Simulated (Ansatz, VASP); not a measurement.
## Zn: VASP beside Ansatz

File INCAR:

```
SYSTEM = Zn
ALGO = Normal
EDIFF = 1E-7
ENCUT = 520
GGA = RP
ISIF = 2
ISMEAR = -1
LASPH = .TRUE.
LCHARG = .TRUE.
LELF = .TRUE.
LREAL = .FALSE.
LVHAR = .TRUE.
LWAVE = .FALSE.
NBANDS = 25
NELM = 60
PREC = Accurate
SIGMA = 0.1
```

The input KPOINTS:

```
k-points
0
G
  9 9 13
  0 0 0
```

The input POSCAR:

```
Zn
1.0
    4.5561106583      0.0000000000      0.0000000000
   -2.2780553291      3.9457075725      0.0000000000
    0.0000000000      0.0000000000      2.7309143585
Zn
3
Direct
    0.0000000000      1.0000000000      0.0000000000
    0.3333333333      0.6666666667      0.5000000000
    0.6666666667      0.3333333333      0.5000000000
```

Input for Ansatz:

```yaml
crystal:
  lattice:
    - [4.5561106583, 0.0, 0.0]
    - [-2.2780553291, 3.9457075725, 0.0]
    - [0.0, 0.0, 2.7309143585]
  atoms:
    - { symbol: Zn, position: [0.0, 1.0, 0.0] }
    - { symbol: Zn, position: [0.3333333333, 0.6666666667, 0.5] }
    - { symbol: Zn, position: [0.6666666667, 0.3333333333, 0.5] }
hamiltonian:
  xc: rpbe
  pseudopotentials:
    kind: paw
    azcp:
      Zn: "pseudopotentials/Zn.paw.azcp"
basis:
  ecutwfc: 420
  fft_grid_basis: typed
kpoints:
  mp_grid: { grid: [9, 9, 13], shift: [0, 0, 0] }
magnetization:
  spin_polarized: false
scf:
  occupations: { method: fermi_dirac, width: 0.1 }
  lower_state_search: "off"
output:
  stress: true
```

Alike in both runs: task single point; functional RPBE; k mesh 9 × 9 × 13; occupations fermi-dirac, width 0.1 eV; no spin polarisation.

|  | VASP | Ansatz |
| --- | --- | --- |
| version | VASP 6.6.1 | Ansatz 0.2.0 |
| potentials or method | VASP PAW PBE potentials, release 64 (Zn), cutoff 520 eV | plane waves (420 eV) with PAW, scalar-relativistic |
| valence electrons in the cell | 36 | 36 |

|  | VASP | Ansatz | Ansatz less VASP |
| --- | --- | --- | --- |
| pressure (GPa) | 0.1 | -0.1 | -0.21 |
| traceless stress, the component that is largest in VASP (GPa) | 0.71 | 0.72 | +0.008 |

VASP's potentials were made for PBE, not for RPBE.
